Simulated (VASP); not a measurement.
# Ag (P6_3/mmc) in VASP: a series of runs

Runs on Ag. Level: r2SCAN. Tasks: single point.

Everything below comes from runs of VASP 6.6.1. Logs are shortened: lines on timing, memory, paths and dates and some standing lists are left out, and cuts for length are marked.

**1. The cell of the first run**

Symmetry: P6_3/mmc, No. 194, hexagonal system. Conventional cell: a = 2.930 Å, b = 2.930 Å, c = 5.149 Å, α = 90.00°, β = 90.00°, γ = 120.00°. Ag (site symmetry -6m2) has 12 Ag at 2.93 to 3.08 Å within 3.9 Å.

This isn't the form of Ag at room conditions, which is fcc.

**2. Single point, r2SCAN (strain +0.0750 x Voigt [0, 0, 1, 0, 0, 0])**

POSCAR reads:

```
Ag
1.0
    2.9299980804      0.0000000000      0.0000000000
   -1.4649990402      2.5374527707      0.0000000000
    0.0000000000      0.0000000000      5.1492500000
Ag
2
Direct
    0.3333333333      0.6666666667      0.2500000000
    0.6666666667      0.3333333333      0.7500000000
```

INCAR.step1 reads:

```
SYSTEM = Ag
PREC = Accurate ; ENCUT = 520
ISMEAR = 0 ; SIGMA = 0.15
LREAL = .FALSE. ; LASPH = .TRUE.
NELM = 80 ; NBANDS = 18
GGA = PE ; ALGO = Normal
EDIFF = 1E-4 ; LWAVE = .TRUE.
LCHARG = .FALSE.
```

INCAR.step2 reads:

```
SYSTEM = Ag
PREC = Accurate ; ENCUT = 520
EDIFF = 1E-7 ; ISMEAR = 0
SIGMA = 0.15 ; LREAL = .FALSE.
LASPH = .TRUE. ; NELM = 80
ALGO = Normal ; ISIF = 2
LWAVE = .FALSE. ; LCHARG = .FALSE.
METAGGA = R2SCAN ; LMIXTAU = .TRUE.
NBANDS = 18 ; ISTART = 1
```

KPOINTS reads:

```
Automatic mesh
0
G
  18 18 10
  0 0 0
```

Potentials or basis: VASP PAW PBE potentials, release 64 (Ag).

Started as:

```
> cat potpaw_PBE.64/Ag/POTCAR > POTCAR
> cp INCAR.step1 INCAR
> mpirun -np 1 vasp_std > vasp.out
> cp INCAR.step2 INCAR
> mpirun -np 1 vasp_std > vasp.out
```

OUTCAR:

```text
SYSTEM = Ag
   PREC = Accurate
   ENCUT = 520
   EDIFF = 1E-7
   ISMEAR = 0
   LREAL = .FALSE.
   LASPH = .TRUE.
   NELM = 80
   ISIF = 2
   METAGGA = R2SCAN
   ISTART = 1

 ion  position               nearest neighbor table
   1  0.333  0.667  0.250-   2 3.08   2 3.08   2 3.08   2 3.08   2 3.08   2 3.08
   2  0.667  0.333  0.750-   1 3.08   1 3.08   1 3.08   1 3.08   1 3.08   1 3.08

  LATTYP: Found a hexagonal cell.
 ALAT       =     2.9299980804
 C/A-ratio  =     1.7574243596

  Lattice vectors:

 A1 = (   2.9299980804,   0.0000000000,   0.0000000000)
 A2 = (  -1.4649990402,   2.5374527707,   0.0000000000)
 A3 = (   0.0000000000,   0.0000000000,   5.1492500000)

Analysis of symmetry for initial positions (statically):
=====================================================================
 Subroutine PRICEL returns:
 Original cell was already a primitive cell.

 Routine SETGRP: Setting up the symmetry group for a
 hexagonal supercell.

 Subroutine GETGRP returns: Found 24 space group operations
 (whereof 12 operations were pure point group operations)
 out of a pool of 24 trial point group operations.

The static configuration has the point symmetry D_3d.
 The point group associated with its full space group is D_6h.

Analysis of symmetry for dynamics (positions and initial velocities):
=====================================================================
 Subroutine PRICEL returns:
 Original cell was already a primitive cell.

 Routine SETGRP: Setting up the symmetry group for a
 hexagonal supercell.

 Subroutine GETGRP returns: Found 24 space group operations
 (whereof 12 operations were pure point group operations)
 out of a pool of 24 trial point group operations.

The dynamic configuration has the point symmetry D_3d.
 The point group associated with its full space group is D_6h.

 Subroutine INISYM returns: Found 24 space group operations
 (whereof 12 operations are pure point group operations),
 and found     1 'primitive' translations

----------------------------------------------------------------------------------------

                                     Primitive cell

  volume of cell :      38.2833

  direct lattice vectors                    reciprocal lattice vectors
     2.929998080  0.000000000  0.000000000     0.341297152  0.197048003  0.000000000
    -1.464999040  2.537452771  0.000000000     0.000000000  0.394096005  0.000000000
     0.000000000  0.000000000  5.149250000     0.000000000  0.000000000  0.194203039

  length of vectors
     2.929998080  2.929998080  5.149250000     0.394096005  0.394096005  0.194203039

  position of ions in fractional coordinates (direct lattice)
     0.333333333  0.666666667  0.250000000
     0.666666667  0.333333333  0.750000000

  ion indices of the primitive-cell ions
   primitive index   ion index
                 1           1
                 2           2

----------------------------------------------------------------------------------------

 KPOINTS: Automatic mesh

Automatic generation of k-mesh.
 Grid dimensions read from file:
 generate k-points for:   18   18   10

 Generating k-lattice:

  Cartesian coordinates                     Fractional coordinates (reciprocal lattice)
     0.018960953  0.010947111  0.000000000     0.055555556  0.000000000  0.000000000
     0.000000000  0.021894223  0.000000000     0.000000000  0.055555556  0.000000000
     0.000000000  0.000000000  0.019420304     0.000000000  0.000000000  0.100000000

  Length of vectors
     0.021894223  0.021894223  0.019420304

  Shift w.r.t. Gamma in fractional coordinates (k-lattice)
     0.000000000  0.000000000  0.000000000

 Subroutine IBZKPT returns following result:
 ===========================================

 Found    222 irreducible k-points:

 Following reciprocal coordinates:
            Coordinates               Weight
  0.000000  0.000000  0.000000      1.000000
  0.055556  0.000000  0.000000      6.000000
  0.111111  0.000000  0.000000      6.000000
  0.166667 -0.000000  0.000000      6.000000
  0.222222  0.000000  0.000000      6.000000
  0.277778  0.000000  0.000000      6.000000
[... 16 lines left out ...]
  0.333333  0.111111  0.000000     12.000000
  0.388889  0.111111  0.000000     12.000000
 [... further k-points ...]
   k-points           NKPTS =    222   k-points in BZ     NKDIM =    222   number of bands    NBANDS=     18
   number of dos      NEDOS =    301   number of ions     NIONS =      2
   total plane-waves  NPLWV =  23040
   dimension x,y,z NGX =    24 NGY =   24 NGZ =   40
   dimension x,y,z NGXF=    48 NGYF=   48 NGZF=   80
   ions per type =               2
   NGX,Y,Z   is equivalent  to a cutoff of  13.62, 13.62, 12.91 a.u.
   NGXF,Y,Z  is equivalent  to a cutoff of  27.23, 27.23, 25.83 a.u.
 SYSTEM =  Ag
   PREC   = accura    normal or accurate (medium, high low for compatibility)
   ISTART =      1    job   : 0-new  1-cont  2-samecut
   ICHARG =      0    charge: 1-file 2-atom 10-const
   ISPIN  =      1    spin polarized calculation?
   LNONCOLLINEAR =      F non collinear calculations
   LSORBIT =      F    spin-orbit coupling
   LASPH  =      T    aspherical Exc in radial PAW
   ENCUT  =  520.0 eV  38.22 Ry    6.18 a.u.   5.45  5.45  9.57*2*pi/ulx,y,z
   NELM   =     80;   NELMIN=  2; NELMDL=  0     # of ELM steps
   EDIFF  = 0.1E-06   stopping-criterion for ELM
   LREAL  =      F    real-space projection
   EDIFFG = 0.1E-05   stopping-criterion for IOM
   NSW    =      0    number of steps for IOM
   IBRION =     -1    ionic relax: 0-MD 1-quasi-New 2-CG
   NFREE  =      0    steps in history (QN), initial steepest desc. (CG)
   ISIF   =      2    stress and relaxation
   ISYM   =      2    0-nonsym 1-usesym 2-fastsym
   POTIM  = 0.5000    time-step for ionic-motion
   TEBEG  =    0.0;   TEEND  =   0.0 temperature during run
   PSTRESS=    0.0 pullay stress
   NELECT =      22.0000    total number of electrons
   NUPDOWN=      -1.0000    fix difference up-down
   EMIN   =  10.00;   EMAX   =-10.00  energy-range for DOS
   EFERMI =   0.00;   METHOD = LEGACY
   ISMEAR =     0;   SIGMA  =   0.15  broadening in eV -4-tet -1-fermi 0-gaus
   EFERMI_NEDOS =   21; number of points for ismear=-14 and -15
   IALGO  =     38    algorithm
   IMIX   =      4    mixing-type and parameters
     AMIX     =   0.40;   BMIX     =  1.00
     AMIX_MAG =   1.60;   BMIX_MAG =  1.00
  volume/ion in A,a.u.               =      19.14       129.17
  Fermi-wavevector in a.u.,A,eV,Ry     =   1.361066  2.572042 25.204815  1.852502
  Thomas-Fermi vector in A             =   2.487674
   LORBIT       =      0    0 simple, 1 ext, 2 COOP (PROOUT), +10 PAW based schemes
   METAGGA = R2SCAN    functional components
   LHFCALC =     F    Hartree Fock is set to
   AEXX    =    0.0000 exact exchange contribution
   IVDW    =     0    specifies the selected vdW correction
   LEPSILON=     F    determine dielectric tensor
   LRPA    =     F    only Hartree local field effects (RPA)
 non-spin polarized calculation
 Gauss-broadening in eV      SIGMA  =   0.15
  energy-cutoff  :      520.00
  volume of cell :       38.28
 maximum number of plane-waves:      1063
 NGX is ok and might be reduce to    24
   NGX = 11   NGY = 11   NGZ = 19

 number of electron      22.0000005 magnetization

 Free energy of the ion-electron system (eV)
  ---------------------------------------------------
  ext. energy  EPLUGINS =         0.00000000
  ---------------------------------------------------
  free energy    TOTEN  =       -42.59234854 eV

  energy without entropy =      -42.58571762  energy(sigma->0) =      -42.58903308

 E-fermi :   6.9592     XC(G=0): -12.1756

 val. band max:        6.9458177817   @ k =   0.2778   0.0556   0.3000
 cond. band min:       6.9802549870   @ k =   0.4444   0.0000   0.4000
 fundamental gap:      0.0344372052
 Fermi energy:         6.9591586523

 k-point     1 :       0.0000    0.0000    0.0000
  band No.  band energies     occupation
      1      -0.1841      2.00000
      2       0.8093      2.00000
      3       1.9304      2.00000
      4       2.2348      2.00000
      5       2.2348      2.00000
      6       2.3791      2.00000
[... 10 lines left out ...]
     17      25.7181      0.00000
     18      25.7181      0.00000

 k-point     2 :       0.0556    0.0000    0.0000
  band No.  band energies     occupation
      1      -0.0972      2.00000
      2       0.8616      2.00000
      3       1.9371      2.00000
      4       2.2268      2.00000
      5       2.2775      2.00000
      6       2.3601      2.00000
[... 10 lines left out ...]
     17      24.9918      0.00000
     18      25.8441      0.00000

 k-point     3 :       0.1111    0.0000    0.0000
  band No.  band energies     occupation
      1       0.1552      2.00000
      2       1.0036      2.00000
      3       1.9354      2.00000
      4       2.2218      2.00000
      5       2.3301      2.00000
      6       2.4024      2.00000
[... 10 lines left out ...]
     17      23.8040      0.00000
     18      26.2103      0.00000

 k-point     4 :       0.1667   -0.0000    0.0000
  band No.  band energies     occupation
      1       0.5375      2.00000
      2       1.1789      2.00000
      3       1.9184      2.00000
      4       2.1858      2.00000
      5       2.4225      2.00000
      6       2.4870      2.00000
[... 375 lines left out ...]
      4       2.3127      2.00000
      5       2.3286      2.00000
      6       2.4329      2.00000
[... 10 lines left out ...]
     17      19.9283      0.00000
     18      22.7577      0.00000

 k-point    23 :       0.3333    0.1111    0.0000
  band No.  band energies     occupation
      1       1.1177      2.00000
      2       1.3809      2.00000
      3       1.4106      2.00000
      4       2.2807      2.00000
      5       2.4763      2.00000
      6       2.5109      2.00000
[... 10 lines left out ...]
     17      18.5239      0.00000
     18      22.3580      0.00000

 k-point    24 :       0.3889    0.1111    0.0000
  band No.  band energies     occupation
      1       1.0410      2.00000
      2       1.3074      2.00000
      3       1.3311      2.00000
      4       2.2861      2.00000
      5       2.4062      2.00000
      6       2.5667      2.00000
[... 10 lines left out ...]
     17      17.3221      0.00000
     18      22.1164      0.00000

 [... further k-points ...]

------------------------ aborting loop because EDIFF is reached ----------------------------------------

  FORCE on cell =-STRESS in cart. coord.  units (eV):
  Direction    XX          YY          ZZ          XY          YZ          ZX
  --------------------------------------------------------------------------------------
  -------------------------------------------------------------------------------------
  Total       -1.3800198     -1.3800198     -2.3802377      0.0000000      0.0000000      0.0000000
  in kB      -57.7546031    -57.7546031    -99.6142886      0.0000000      0.0000000      0.0000000
  external PRESSURE =     -71.7078316 kB  Pullay stress =       0.0000000 kB

 VOLUME and BASIS-vectors are now :
 -----------------------------------------------------------------------------
  energy-cutoff  :      520.00
  volume of cell :       38.28
      direct lattice vectors                 reciprocal lattice vectors
     2.929998080  0.000000000  0.000000000     0.341297152  0.197048003  0.000000000
    -1.464999040  2.537452771  0.000000000     0.000000000  0.394096005  0.000000000
     0.000000000  0.000000000  5.149250000     0.000000000  0.000000000  0.194203039

 POSITION                                       TOTAL-FORCE (eV/Angst)
 -----------------------------------------------------------------------------------
     -0.00000      1.69164      1.28731        -0.000000      0.000000      0.000000
      1.46500      0.84582      3.86194         0.000000     -0.000000      0.000000
 -----------------------------------------------------------------------------------
    total drift:                               -0.000000      0.000000     -0.000000

  FREE ENERGIE OF THE ION-ELECTRON SYSTEM (eV)
  ---------------------------------------------------
  free  energy   TOTEN  =       -42.5923485427 eV

  energy  without entropy=      -42.5857176197  energy(sigma->0) =      -42.58903308
```

Wall time 4.9 min (1 thread of Intel Xeon Platinum 8375C at 2.90GHz (Ice Lake), shared host); peak memory 0.26 GiB.

Results:

* Free energy: -42.5923 eV
* Pressure: -7.2 GPa
* Band gap on the k mesh: zero (bands 11 and 12 overlap by 7.90 eV)

Stress tensor (GPa, compression positive):
```
-5.78  0.00  0.00
 0.00 -5.78  0.00
 0.00  0.00 -9.96
```

Caveat: the cell differs from its parent crystal (strain +0.0750 x Voigt [0, 0, 1, 0, 0, 0]); the cell stands under tension; the PAW data sets were made with another functional, which shifts forces and pressure a little.

**3. Single point, r2SCAN (strain +0.1125 x Voigt [0, 0, 1, 0, 0, 0])**

Edit POSCAR of step 2 so:

```diff
@@ -4,3 +4,3 @@
    -1.4649990402      2.5374527707      0.0000000000
-    0.0000000000      0.0000000000      5.1492500000
+    0.0000000000      0.0000000000      5.3288750000
 Ag
```

INCAR.step1 reads:

```
  ALGO = Normal
  EDIFF = 1E-4
  ENCUT = 520
  GGA = PE
  ISMEAR = 0
  LASPH = T
  LCHARG = F
  LREAL = F
  LWAVE = T
  NBANDS = 18
  NELM = 60
  PREC = Accurate
  SIGMA = 0.15
```

INCAR.step2 reads:

```
  ALGO = Normal
  EDIFF = 1E-6
  ENCUT = 520
  ISIF = 2
  ISMEAR = 0
  ISTART = 1
  LASPH = T
  LCHARG = T
  LELF = T
  LMIXTAU = T
  LREAL = F
  LVHAR = T
  LWAVE = F
  METAGGA = R2SCAN
  NBANDS = 18
  NELM = 60
  PREC = Accurate
  SIGMA = 0.15
```

KPOINTS reads:

```
k-points
0
Gamma
  18 18 10
```

Potentials or basis: VASP PAW PBE potentials, release 64 (Ag).

Started as:

```
> cat potpaw_PBE.64/Ag/POTCAR > POTCAR
> cp INCAR.step1 INCAR
> mpirun -np 1 vasp_std > vasp.out
> cp INCAR.step2 INCAR
> mpirun -np 1 vasp_std > vasp.out
```

Wall time 4.8 min (1 thread of Intel Xeon Platinum 8375C at 2.90GHz (Ice Lake), shared host); peak memory 0.26 GiB.

It converged, with:

- Free energy: -42.5015 eV
- Pressure: -8.4 GPa
- Band gap on the k mesh: zero (bands 11 and 12 overlap by 7.94 eV)

Stress tensor (GPa, compression positive):
```
 -6.76   0.00   0.00
  0.00  -6.76   0.00
  0.00   0.00 -11.79
```

Levels at points of the mesh, in eV from the Fermi level:
```
           k point  band 9  band 10  band 11  band 12  band 13  band 14
(0.00, 0.00, 0.00)   -3.89    -3.38    -3.38    -0.58     1.57    14.96
(0.50, 0.00, 0.00)   -3.05    -3.00     0.49     1.68     5.90     6.46
(0.00, 0.00, 0.50)   -3.58    -3.58    -3.58    -3.58     8.26     8.26
(0.50, 0.00, 0.50)   -3.02    -3.02     1.14     1.14     4.19     4.19
```

Caveat: the cell differs from its parent crystal (strain +0.1125 x Voigt [0, 0, 1, 0, 0, 0]); the cell stands under tension; the PAW data sets were made with another functional, which shifts forces and pressure a little.

**4. Single point, r2SCAN (strain +0.1312 x Voigt [0, 0, 1, 0, 0, 0])**

Edit POSCAR of step 3 so:

```diff
@@ -4,3 +4,3 @@
    -1.4649990402      2.5374527707      0.0000000000
-    0.0000000000      0.0000000000      5.3288750000
+    0.0000000000      0.0000000000      5.4184480000
 Ag
```

INCAR.step1 reads:

```
SYSTEM = Ag
ALGO = Normal
EDIFF = 1E-4
ENCUT = 520
GGA = PE
ISMEAR = 0
LASPH = .True.
LCHARG = .False.
LREAL = .False.
LWAVE = .True.
NBANDS = 18
NELM = 100
PREC = Accurate
SIGMA = 0.15
```

INCAR.step2 reads:

```
SYSTEM = Ag
ALGO = Normal
EDIFF = 1E-6
ENCUT = 520
ISIF = 2
ISMEAR = 0
ISTART = 1
LASPH = .True.
LCHARG = .False.
LMIXTAU = .True.
LREAL = .False.
LWAVE = .False.
METAGGA = R2SCAN
NBANDS = 18
NELM = 100
PREC = Accurate
SIGMA = 0.15
```

KPOINTS reads:

```
k-points
0
Gamma
  18 18 10
  0 0 0
```

Started as:

```
> cat potpaw_PBE.64/Ag/POTCAR > POTCAR
> cp INCAR.step1 INCAR
> mpirun -np 1 vasp_std > vasp.out
> cp INCAR.step2 INCAR
> mpirun -np 1 vasp_std > vasp.out
```

Run time: 4.1 min. Hardware: 1 thread of Intel Xeon Platinum 8375C at 2.90GHz (Ice Lake), shared host; peak memory 0.26 GiB.

It converged, with:

| Property | Result |
| --- | --- |
| Free energy | -42.4517 eV |
| Pressure | -8.9 GPa |
| Band gap on the k mesh | zero (bands 11 and 12 overlap by 7.96 eV) |

Stress tensor (GPa, compression positive):
```
 -7.15   0.00   0.00
  0.00  -7.15   0.00
  0.00   0.00 -12.33
```

Levels at points of the mesh, in eV from the Fermi level:
| k point | band 8 | band 9 | band 10 | band 11 | band 12 | band 13 | band 14 | band 15 |
| --- | --- | --- | --- | --- | --- | --- | --- | --- |
| (0.00, 0.00, 0.00) | -3.83 | -3.83 | -3.37 | -3.37 | -0.61 | 1.31 | 14.43 | 16.64 |
| (0.50, 0.00, 0.00) | -3.39 | -3.03 | -2.98 | 0.55 | 1.71 | 5.75 | 6.37 | 7.64 |
| (0.00, 0.00, 0.50) | -4.37 | -3.56 | -3.56 | -3.56 | -3.56 | 7.85 | 7.85 | 16.96 |
| (0.50, 0.00, 0.50) | -3.43 | -3.00 | -3.00 | 1.18 | 1.18 | 4.15 | 4.15 | 11.91 |

Caveat: the cell differs from its parent crystal (strain +0.1312 x Voigt [0, 0, 1, 0, 0, 0]); the cell stands under tension; the PAW data sets were made with another functional, which shifts forces and pressure a little.

(Part 1 of 2 ends here.)
